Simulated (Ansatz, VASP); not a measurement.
Two plane-wave programs on KCl

```xyz
2
Lattice="0.0000 3.1448 3.3021 3.1448 0.0000 3.3021 3.1448 3.1448 0.0000" Properties=species:S:1:pos:R:3 pbc="T T T"
K     0.0000    0.0000    0.0000
Cl    3.1448    3.1448    3.3021
```

Change from the starting cell: uniaxial_z strain +5.0%.

Alike in both runs: task single point; functional r2SCAN; k mesh 8 × 8 × 8; no spin polarisation.

|  | VASP | Ansatz |
| --- | --- | --- |
| version | VASP 6.6.1 | Ansatz 0.2.0 |
| potentials or method | VASP PAW PBE potentials, release 64 (K_sv, Cl) | plane waves, PAW |
| plane-wave cutoff (eV) | 520 | 500 |
| occupations | gaussian, width 0.01 eV | fixed |
| valence electrons in the cell | 16 | 16 |

```tsv
	VASP	Ansatz	Ansatz less VASP
gap on the k mesh at the Fermi level (eV)	5.65	5.65	-0.004
pressure (GPa)	-0.7	-0.7	+0.03
traceless stress, the component that is largest in VASP (GPa)	-0.92	-0.91	+0.013
```

VASP's potentials were made for PBE, not for r2SCAN.
